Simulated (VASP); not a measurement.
Set up this calculation in VASP 6.6.1, as the native input.

| Item | Value |
| --- | --- |
| Task | single point |
| Functional | PBEsol |
| Potentials or basis | VASP PAW PBE potentials, release 64 (Ca_sv, Sc_sv, Br) |
| Cutoff | 520 eV |
| k mesh | 4 × 4 × 2 |
| Occupations | fermi-dirac, width 0.03 eV |
| Spin | no spin polarisation |
| Dipole correction | no |
| Further INCAR settings | ALGO = Normal; EDIFF = 1e-07; NBANDS = 37 |

The structure of CaScBr5 lies in POSCAR:

```
CaScBr5
1.0
    4.6817038683      0.0000000000      0.0000000000
    0.0000000000      4.6817038683      0.0000000000
    0.0000000000      0.0000000000      8.1464747582
Ca Sc Br
1 1 5
Direct
    0.5000000000      0.5000000000      0.0000000000
    0.0000000000      0.0000000000      0.5000000000
    0.0000000000      0.5000000000      0.3026349210
    0.0000000000      0.5000000000      0.6973650790
    0.5000000000      0.0000000000      0.3026349210
    0.5000000000      0.0000000000      0.6973650790
    0.0000000000      0.0000000000      0.0000000000
```

These files were run (other wordings do the same):

INCAR

```
PREC = Accurate
ENCUT = 520
EDIFF = 1E-7
ISMEAR = -1
SIGMA = 0.03
LREAL = False
LASPH = True
NELM = 80
ALGO = Normal
ISIF = 2
LWAVE = False
LCHARG = False
GGA = PS
NBANDS = 37
```

KPOINTS

```
Automatic mesh
0
Gamma
  4 4 2
```

Potentials or basis: VASP PAW PBE potentials, release 64 (Ca_sv, Sc_sv, Br).

Run with:

```console
$ cat potpaw_PBE.64/Ca_sv/POTCAR potpaw_PBE.64/Sc_sv/POTCAR potpaw_PBE.64/Br/POTCAR > POTCAR
$ mpirun -np 1 vasp_std > vasp.out
```

It gave:

```json
{
 "Pressure": "0.1 GPa",
 "Largest force": "0.005 eV/Å",
 "Band gap on the k mesh": "0.99 eV (least direct gap 1.28 eV)"
}
```

Caveat: the PAW data sets were made with another functional, which shifts forces and pressure a little.

Wall time 3 min on 1 thread of Intel Xeon 8259CL, with other jobs on the host, peak memory 0.31 GiB.
